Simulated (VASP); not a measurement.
# Cd8Se5S3 (P1) in VASP: further runs

Runs on Cd8Se5S3. Level: PBEsol. Tasks: single point.

Everything below comes from runs of VASP 6.6.1. Logs are shortened: lines on timing, memory, paths and dates and some standing lists are left out, and cuts for length are marked.

### 1 The cell of the first run

The typed cell holds 16 atoms: a = 8.469 Å, b = 7.334 Å, c = 6.903 Å, α = 90.00°, β = 90.00°, γ = 90.00°.

### 2 Single point, PBEsol

Contents of INCAR:

```
SYSTEM = Cd8Se5S3
PREC     = Accurate       ! precision mode
ENCUT    = 500            ! plane-wave cutoff, eV
EDIFF    = 1E-6           ! SCF threshold, eV
ISMEAR   = -1             ! smearing method
SIGMA    = 0.05           ! smearing width, eV
LREAL    = .False.        ! projectors in reciprocal space
LASPH    = .True.         ! aspherical terms in the spheres
NELM     = 120            ! most SCF steps
ALGO     = Normal         ! electronic algorithm
ISIF     = 2              ! what is computed and relaxed
LWAVE    = .False.        ! write WAVECAR
LCHARG   = .False.        ! write CHGCAR
GGA      = PS             ! functional
NBANDS   = 86             ! bands
GGA_COMPAT= .False.
```

Contents of KPOINTS:

```
Automatic mesh
0
Gamma
  1 1 1
  0 0 0
```

Contents of POSCAR:

```
Cd8Se5S3
1.0
    8.4686190000      0.0000000000      0.0000000000
    0.0000000000      7.3340400000      0.0000000000
    0.0000000000      0.0000000000      6.9029150000
Cd Se S
8 5 3
Direct
    0.2511430000      0.1653810000      0.5029680000
    0.0035470000      0.6641580000      0.5008100000
    0.7496590000      0.1652170000      0.4996550000
    0.5040190000      0.6670160000      0.5010810000
    0.0003700000      0.3319280000      0.0020770000
    0.5029300000      0.3334070000      0.9965180000
    0.2477330000      0.8311620000      0.9986130000
    0.7494010000      0.8319270000      0.0002770000
    0.9979870000      0.3315590000      0.3778680000
    0.5001220000      0.3365980000      0.3747960000
    0.2509350000      0.1654320000      0.8754580000
    0.7499970000      0.1669940000      0.8716210000
    0.5013120000      0.6650640000      0.8766170000
    0.2496500000      0.8328400000      0.3800680000
    0.7467910000      0.8332480000      0.3822500000
    0.0017300000      0.6752550000      0.8767080000
```

Potentials or basis: VASP PAW PBE potentials, release 64 (Cd, Se, S).

On the command line:

```bash
$ cat potpaw_PBE.64/Cd/POTCAR potpaw_PBE.64/Se/POTCAR potpaw_PBE.64/S/POTCAR > POTCAR
$ mpirun -np 1 vasp_gam > vasp.out
```

OUTCAR:

```text
SYSTEM = Cd8Se5S3
   PREC = Accurate
   ENCUT = 500
   EDIFF = 1E-6
   ISMEAR = -1
   LREAL = .False.
   LASPH = .True.
   NELM = 120
   ISIF = 2
   GGA = PS

 ion  position               nearest neighbor table
   1  0.251  0.165  0.503-  11 2.57  14 2.58  10 2.61   9 2.61
   2  0.004  0.664  0.501-  14 2.56   9 2.58  16 2.60  15 2.63
   3  0.750  0.165  0.500-  15 2.57  12 2.57   9 2.57  10 2.61
   4  0.504  0.667  0.501-  15 2.53  10 2.58  13 2.59  14 2.61
   5  0.000  0.332  0.002-   9 2.59  11 2.60  12 2.60  16 2.66
   6  0.503  0.333  0.997-  13 2.57  12 2.57  11 2.60  10 2.61
[... 8 lines left out ...]
  15  0.747  0.833  0.382-   4 2.53   3 2.57   2 2.63   8 2.64
  16  0.002  0.675  0.877-   7 2.52   8 2.57   2 2.60   5 2.66

  LATTYP: Found a simple orthorhombic cell.
 ALAT       =     6.9029150000
 B/A-ratio  =     1.0624554989
 C/A-ratio  =     1.2268178009

  Lattice vectors:

 A1 = (   0.0000000000,   0.0000000000,  -6.9029150000)
 A2 = (   0.0000000000,   7.3340400000,   0.0000000000)
 A3 = (   8.4686190000,   0.0000000000,   0.0000000000)

Analysis of symmetry for initial positions (statically):
=====================================================================
 Subroutine PRICEL returns:
 Original cell was already a primitive cell.

 Routine SETGRP: Setting up the symmetry group for a
 simple orthorhombic supercell.

 Subroutine GETGRP returns: Found  1 space group operations
 (whereof  1 operations were pure point group operations)
 out of a pool of  8 trial point group operations.

The static configuration has the point symmetry C_1 .

Analysis of symmetry for dynamics (positions and initial velocities):
=====================================================================
 Subroutine PRICEL returns:
 Original cell was already a primitive cell.

 Routine SETGRP: Setting up the symmetry group for a
 simple orthorhombic supercell.

 Subroutine GETGRP returns: Found  1 space group operations
 (whereof  1 operations were pure point group operations)
 out of a pool of  8 trial point group operations.

The dynamic configuration has the point symmetry C_1 .

 Subroutine INISYM returns: Found  1 space group operations
 (whereof  1 operations are pure point group operations),
 and found     1 'primitive' translations

----------------------------------------------------------------------------------------

                                     Primitive cell

  volume of cell :     428.7345

  direct lattice vectors                    reciprocal lattice vectors
     8.468619000  0.000000000  0.000000000     0.118083007  0.000000000  0.000000000
     0.000000000  7.334040000  0.000000000     0.000000000  0.136350497  0.000000000
     0.000000000  0.000000000  6.902915000     0.000000000  0.000000000  0.144866335

  length of vectors
     8.468619000  7.334040000  6.902915000     0.118083007  0.136350497  0.144866335

  position of ions in fractional coordinates (direct lattice)
     0.251143000  0.165381000  0.502968000
     0.003547000  0.664158000  0.500810000
     0.749659000  0.165217000  0.499655000
     0.504019000  0.667016000  0.501081000
     0.000370000  0.331928000  0.002077000
     0.502930000  0.333407000  0.996518000
[... 8 lines left out ...]
     0.746791000  0.833248000  0.382250000
     0.001730000  0.675255000  0.876708000

  ion indices of the primitive-cell ions
   primitive index   ion index
                 1           1
                 2           2
                 3           3
                 4           4
                 5           5
                 6           6
[... 8 lines left out ...]
                15          15
                16          16

----------------------------------------------------------------------------------------

 KPOINTS: Automatic mesh

Automatic generation of k-mesh.
 Grid dimensions read from file:
 generate k-points for:    1    1    1

 Generating k-lattice:

  Cartesian coordinates                     Fractional coordinates (reciprocal lattice)
     0.118083007  0.000000000  0.000000000     1.000000000  0.000000000  0.000000000
     0.000000000  0.136350497  0.000000000     0.000000000  1.000000000  0.000000000
     0.000000000  0.000000000  0.144866335     0.000000000  0.000000000  1.000000000

  Length of vectors
     0.118083007  0.136350497  0.144866335

  Shift w.r.t. Gamma in fractional coordinates (k-lattice)
     0.000000000  0.000000000  0.000000000

 Subroutine IBZKPT returns following result:
 ===========================================

 Found      1 irreducible k-points:

 Following reciprocal coordinates:
            Coordinates               Weight
  0.000000  0.000000  0.000000      1.000000
   k-points           NKPTS =      1   k-points in BZ     NKDIM =      1   number of bands    NBANDS=     86
   number of dos      NEDOS =    301   number of ions     NIONS =     16
   total plane-waves  NPLWV = 172800
   dimension x,y,z NGX =    64 NGY =   54 NGZ =   50
   dimension x,y,z NGXF=   128 NGYF=  108 NGZF=  100
   ions per type =               8   5   3
   NGX,Y,Z   is equivalent  to a cutoff of  12.56, 12.24, 12.04 a.u.
   NGXF,Y,Z  is equivalent  to a cutoff of  25.13, 24.48, 24.08 a.u.
 SYSTEM =  Cd8Se5S3
   PREC   = accura    normal or accurate (medium, high low for compatibility)
   ISTART =      0    job   : 0-new  1-cont  2-samecut
   ICHARG =      2    charge: 1-file 2-atom 10-const
   ISPIN  =      1    spin polarized calculation?
   LNONCOLLINEAR =      F non collinear calculations
   LSORBIT =      F    spin-orbit coupling
   LASPH  =      T    aspherical Exc in radial PAW
   ENCUT  =  500.0 eV  36.75 Ry    6.06 a.u.  15.44 13.37 12.59*2*pi/ulx,y,z
   NELM   =    120;   NELMIN=  2; NELMDL= -5     # of ELM steps
   EDIFF  = 0.1E-05   stopping-criterion for ELM
   LREAL  =      F    real-space projection
   EDIFFG = 0.1E-04   stopping-criterion for IOM
   NSW    =      0    number of steps for IOM
   IBRION =     -1    ionic relax: 0-MD 1-quasi-New 2-CG
   NFREE  =      0    steps in history (QN), initial steepest desc. (CG)
   ISIF   =      2    stress and relaxation
   ISYM   =      2    0-nonsym 1-usesym 2-fastsym
   POTIM  = 0.5000    time-step for ionic-motion
   TEBEG  =    0.0;   TEEND  =   0.0 temperature during run
   PSTRESS=    0.0 pullay stress
   NELECT =     144.0000    total number of electrons
   NUPDOWN=      -1.0000    fix difference up-down
   EMIN   =  10.00;   EMAX   =-10.00  energy-range for DOS
   EFERMI =   0.00;   METHOD = LEGACY
   ISMEAR =    -1;   SIGMA  =   0.05  broadening in eV -4-tet -1-fermi 0-gaus
   EFERMI_NEDOS =   21; number of points for ismear=-14 and -15
   IALGO  =     38    algorithm
   IMIX   =      4    mixing-type and parameters
     AMIX     =   0.40;   BMIX     =  1.00
     AMIX_MAG =   1.60;   BMIX_MAG =  1.00
  volume/ion in A,a.u.               =      26.80       180.83
  Fermi-wavevector in a.u.,A,eV,Ry     =   1.137975  2.150462 17.619381  1.294988
  Thomas-Fermi vector in A             =   2.274680
   LORBIT       =      0    0 simple, 1 ext, 2 COOP (PROOUT), +10 PAW based schemes
   GGA     = PS    functional components
   LHFCALC =     F    Hartree Fock is set to
   AEXX    =    0.0000 exact exchange contribution
   IVDW    =     0    specifies the selected vdW correction
   LEPSILON=     F    determine dielectric tensor
   LRPA    =     F    only Hartree local field effects (RPA)
 non-spin polarized calculation
  energy-cutoff  :      500.00
  volume of cell :      428.73
 maximum number of plane-waves:      5425
 NGX is ok and might be reduce to    64
   NGX = 31   NGY = 27   NGZ = 25

 number of electron     143.9999980 magnetization

 Free energy of the ion-electron system (eV)
  ---------------------------------------------------
  ext. energy  EPLUGINS =         0.00000000
  ---------------------------------------------------
  free energy    TOTEN  =       -49.57693892 eV

  energy without entropy =      -49.57474119  energy(sigma->0) =      -49.57584005

 E-fermi :   1.4118     XC(G=0):  -9.1866

 val. band max:        1.0450091213   @ k =   0.0000   0.0000   0.0000
 cond. band min:       1.7419981280   @ k =   0.0000   0.0000   0.0000
 fundamental gap:      0.6969890067
 Fermi energy:         1.4118353638

 k-point     1 :       0.0000    0.0000    0.0000
  band No.  band energies     occupation
      1     -11.6464      2.00000
      2     -11.3590      2.00000
      3     -11.2892      2.00000
      4     -11.2546      2.00000
      5     -11.2096      2.00000
      6     -10.7867      2.00000
[... 76 lines left out ...]
     83       5.8665      0.00000
     84       6.7835      0.00000
 [bands above 84 left out]

------------------------ aborting loop because EDIFF is reached ----------------------------------------

  FORCE on cell =-STRESS in cart. coord.  units (eV):
  Direction    XX          YY          ZZ          XY          YZ          ZX
  --------------------------------------------------------------------------------------
  -------------------------------------------------------------------------------------
  Total       11.5482993      0.6319562     -7.9840132      0.7507481      0.3146843     -0.2430756
  in kB       43.1559040      2.3616152    -29.8361947      2.8055397      1.1759727     -0.9083717
  external PRESSURE =       5.2271082 kB  Pullay stress =       0.0000000 kB

 VOLUME and BASIS-vectors are now :
 -----------------------------------------------------------------------------
  energy-cutoff  :      500.00
  volume of cell :      428.73
      direct lattice vectors                 reciprocal lattice vectors
     8.468619000  0.000000000  0.000000000     0.118083007  0.000000000  0.000000000
     0.000000000  7.334040000  0.000000000     0.000000000  0.136350497  0.000000000
     0.000000000  0.000000000  6.902915000     0.000000000  0.000000000  0.144866335

 POSITION                                       TOTAL-FORCE (eV/Angst)
 -----------------------------------------------------------------------------------
      2.12683      1.21291      3.47195         0.018207     -0.604286     -0.333469
      0.03004      4.87096      3.45705        -0.119490      0.412215      0.191435
      6.34858      1.21171      3.44908        -0.150135     -0.650369     -0.285557
      4.26834      4.89192      3.45892        -0.201383      0.307350     -0.309985
      0.00313      2.43437      0.01434         0.001346      0.783412     -0.229946
      4.25912      2.44522      6.87888        -0.123822      0.113972      0.151047
[... 8 lines left out ...]
      6.32429      6.11107      2.63864         0.363201      0.155367     -0.248177
      0.01465      4.95235      6.05184        -0.193807     -0.593338     -0.056774
 -----------------------------------------------------------------------------------
    total drift:                                0.000296     -0.003072      0.000334

  FREE ENERGIE OF THE ION-ELECTRON SYSTEM (eV)
  ---------------------------------------------------
  free  energy   TOTEN  =       -49.5769389155 eV

  energy  without entropy=      -49.5747411899  energy(sigma->0) =      -49.57584005
```

Wall time 85 s (1 thread of Intel Xeon Platinum 8488C (Sapphire Rapids), shared host); peak memory 0.38 GiB.

Results:

```
Free energy   : -49.5769 eV
Pressure      : 0.5 GPa
Largest force : 0.816 eV/Å
```

Forces on the atoms (eV/Å):
```
Cd   0.018 -0.604 -0.333
Cd  -0.119  0.412  0.191
Cd  -0.150 -0.650 -0.286
Cd  -0.201  0.307 -0.310
Cd   0.001  0.783 -0.230
Cd  -0.124  0.114  0.151
Cd  -0.193  0.015  0.531
Cd   0.439  0.078  0.500
Se   0.183  0.289 -0.055
Se  -0.077  0.018 -0.051
Se  -0.061 -0.160  0.154
Se   0.210 -0.340  0.205
Se  -0.135  0.016 -0.013
S    0.040  0.161 -0.151
S    0.363  0.155 -0.248
S   -0.194 -0.593 -0.057
```

Stress tensor (GPa, compression positive):
```
 4.32  0.28 -0.09
 0.28  0.24  0.12
-0.09  0.12 -2.98
```

Levels at points of the mesh, in eV from the Fermi level:
| k point | band 70 | band 71 | band 72 | band 73 | band 74 | band 75 |
| --- | --- | --- | --- | --- | --- | --- |
| (0.00, 0.00, 0.00) | -0.42 | -0.38 | -0.37 | 0.33 | 1.87 | 2.86 |

Caveat: the k points lie up to 0.91 Å⁻¹ apart; the PAW data sets were made with another functional, which shifts forces and pressure a little.

### 3 Single point, PBEsol

Contents of INCAR:

```
ALGO     = Normal         # electronic algorithm
EDIFF    = 1E-6           # SCF threshold, eV
ENCUT    = 500            # plane-wave cutoff, eV
GGA      = PS             # functional
GGA_COMPAT= F            
ISIF     = 2              # what is computed and relaxed
ISMEAR   = -1             # smearing method
ISYM     = 0            
LASPH    = T              # aspherical terms in the spheres
LCHARG   = T              # write CHGCAR
LELF     = T              # ELF
LREAL    = F              # projectors in reciprocal space
LVHAR    = T            
LWAVE    = F              # write WAVECAR
NBANDS   = 86             # bands
NELM     = 120            # most SCF steps
PREC     = Accurate       # precision mode
SIGMA    = 0.05           # smearing width, eV
```

Contents of KPOINTS:

```
Automatic mesh
0
Gamma
  1 1 1
  0.25 0.25 0.25
```

POSCAR is that of step 2.

Potentials or basis: VASP PAW PBE potentials, release 64 (Cd, Se, S).

On the command line:

```bash
$ cat potpaw_PBE.64/Cd/POTCAR potpaw_PBE.64/Se/POTCAR potpaw_PBE.64/S/POTCAR > POTCAR
$ mpirun -np 1 vasp_std > vasp.out
```

It took 5.2 min on 1 thread of Intel Xeon Platinum 8488C (Sapphire Rapids), shared host; peak memory 0.46 GiB.

It converged, with:

* Free energy: -51.0842 eV
* Pressure: 0.6 GPa
* Largest force: 0.648 eV/Å
* Band gap on the k mesh: 2.88 eV

Forces in eV/Å, atoms in the order of the input:
```
Cd   0.007 -0.407 -0.360
Cd  -0.127  0.590  0.161
Cd  -0.158 -0.447 -0.300
Cd  -0.204  0.498 -0.310
Cd   0.003  0.591 -0.264
Cd  -0.117 -0.093  0.133
Cd  -0.190 -0.167  0.489
Cd   0.432 -0.103  0.454
Se   0.172  0.038 -0.054
Se  -0.047 -0.204 -0.052
Se  -0.017  0.072  0.191
Se   0.154 -0.102  0.264
Se  -0.132  0.178  0.041
S    0.070 -0.014 -0.156
S    0.330 -0.016 -0.267
S   -0.175 -0.414  0.027
```

Stress tensor (GPa, compression positive):
```
 0.49  0.29 -0.10
 0.29  0.63  0.12
-0.10  0.12  0.72
```

Levels at points of the mesh, in eV from the valence-band top:
| k point | band 70 | band 71 | band 72 | band 73 | band 74 | band 75 |
| --- | --- | --- | --- | --- | --- | --- |
| (0.25, 0.25, 0.25) | -0.47 | -0.13 | 0.00 | 2.89 | 3.35 | 3.61 |

Caveat: the k points lie up to 0.91 Å⁻¹ apart; the PAW data sets were made with another functional, which shifts forces and pressure a little; a shifted mesh leaves out Γ, where band edges can lie.

### 4 Single point, PBEsol

Contents of INCAR:

```
SYSTEM = Cd8Se5S3
PREC = Accurate
ENCUT = 500
EDIFF = 1E-6
ISMEAR = 0
SIGMA = 0.05
LREAL = .False.
LASPH = .True.
NELM = 120
ALGO = Normal
ISIF = 2
LWAVE = .False.
LCHARG = .False.
GGA = PS
ISYM = 0
NBANDS = 86
GGA_COMPAT = .False.
```

KPOINTS is that of step 3.

POSCAR is that of step 3.

On the command line:

```bash
$ cat potpaw_PBE.64/Cd/POTCAR potpaw_PBE.64/Se/POTCAR potpaw_PBE.64/S/POTCAR > POTCAR
$ mpirun -np 1 vasp_std > vasp.out
```

Wall time 4.7 min (1 thread of Intel Xeon Platinum 8488C (Sapphire Rapids), shared host); peak memory 0.47 GiB.

The run converged. Its results:

| Item | Value |
| --- | --- |
| Free energy | -51.0842 eV |
| Pressure | 0.6 GPa |
| Largest force | 0.648 eV/Å |
| Band gap on the k mesh | 2.88 eV |

Forces on the atoms (eV/Å):
```
Cd   0.007 -0.407 -0.360
Cd  -0.127  0.590  0.161
Cd  -0.158 -0.447 -0.300
Cd  -0.204  0.498 -0.310
Cd   0.003  0.591 -0.264
Cd  -0.117 -0.093  0.133
Cd  -0.190 -0.167  0.489
Cd   0.432 -0.103  0.454
Se   0.172  0.038 -0.054
Se  -0.047 -0.204 -0.052
Se  -0.017  0.072  0.191
Se   0.154 -0.102  0.264
Se  -0.132  0.178  0.041
S    0.070 -0.014 -0.156
S    0.330 -0.016 -0.267
S   -0.175 -0.414  0.027
```

Stress tensor (GPa, compression positive):
```
 0.49  0.29 -0.10
 0.29  0.63  0.12
-0.10  0.12  0.72
```

Levels at points of the mesh, in eV from the valence-band top:
```tsv
k point	band 70	band 71	band 72	band 73	band 74	band 75
(0.25, 0.25, 0.25)	-0.47	-0.13	0.00	2.89	3.35	3.61
```

Caveat: the k points lie up to 0.91 Å⁻¹ apart; the PAW data sets were made with another functional, which shifts forces and pressure a little; a shifted mesh leaves out Γ, where band edges can lie.

### 5 Single point, PBEsol

Contents of INCAR:

```
SYSTEM = Cd8Se5S3
  PREC = Accurate
  ENCUT = 500
  EDIFF = 1E-6
  ISMEAR = 1
  SIGMA = 0.05
  LREAL = .False.
  LASPH = .True.
  NELM = 120
  ALGO = Normal
  ISIF = 2
  LWAVE = .False.
  LCHARG = .False.
  GGA = PS
  ISYM = 0
  NBANDS = 86
  GGA_COMPAT = .False.
```

KPOINTS is that of step 4.

POSCAR is that of step 4.

On the command line:

```bash
$ cat potpaw_PBE.64/Cd/POTCAR potpaw_PBE.64/Se/POTCAR potpaw_PBE.64/S/POTCAR > POTCAR
$ mpirun -np 1 vasp_std > vasp.out
```

It took 5.1 min on 1 thread of Intel Xeon Platinum 8488C (Sapphire Rapids), shared host; peak memory 0.46 GiB.

The run converged. Its results:

- Free energy: -51.0815 eV
- Pressure: 0.6 GPa
- Largest force: 0.648 eV/Å
- Band gap on the k mesh: 2.88 eV

Forces in eV/Å, atoms in the order of the input:
```
Cd   0.010 -0.407 -0.359
Cd  -0.125  0.590  0.162
Cd  -0.155 -0.448 -0.299
Cd  -0.202  0.497 -0.310
Cd   0.000  0.591 -0.265
Cd  -0.121 -0.094  0.133
Cd  -0.193 -0.166  0.488
Cd   0.429 -0.104  0.454
Se   0.169  0.038 -0.054
Se  -0.050 -0.204 -0.052
Se  -0.014  0.071  0.192
Se   0.157 -0.100  0.264
Se  -0.129  0.179  0.041
S    0.067 -0.015 -0.156
S    0.327 -0.015 -0.267
S   -0.172 -0.414  0.028
```

Stress tensor (GPa, compression positive):
```
 0.49  0.31 -0.10
 0.31  0.63  0.12
-0.10  0.12  0.72
```

Levels at points of the mesh, in eV from the valence-band top:
```tsv
k point	band 68	band 69	band 70	band 71	band 72	band 73	band 74	band 75	band 76	band 77
(0.25, 0.25, 0.25)	-0.57	-0.55	-0.47	-0.13	0.00	2.89	3.35	3.61	3.71	4.01
```

Caveat: the k points lie up to 0.91 Å⁻¹ apart; the PAW data sets were made with another functional, which shifts forces and pressure a little; a shifted mesh leaves out Γ, where band edges can lie.

### 6 Summary

| k mesh | smearing | gap on the mesh (eV) | pressure (GPa) | largest force (eV/Å) |
| --- | --- | --- | --- | --- |
| 1 × 1 × 1 | fermi-dirac 0.05 eV | - | 0.5 | 0.82 |
| 1 × 1 × 1, shifted | fermi-dirac 0.05 eV | 2.88 | 0.6 | 0.65 |
| 1 × 1 × 1, shifted | gaussian 0.05 eV | 2.88 | 0.6 | 0.65 |
| 1 × 1 × 1, shifted | methfessel-paxton 0.05 eV | 2.88 | 0.6 | 0.65 |

Alike in all rows: task single point; level PBEsol; potentials or basis VASP PAW PBE potentials, release 64 (Cd, Se, S); no spin polarisation; cell as given; cutoff (eV) 500.

Caveats: all runs use coarse meshes; the PAW data sets were made with another functional, which shifts forces and pressure a little; a shifted mesh leaves out Γ, where band edges can lie (at least some runs).

Total energies depend on the potentials used, so only differences within one code and one set of settings carry meaning.
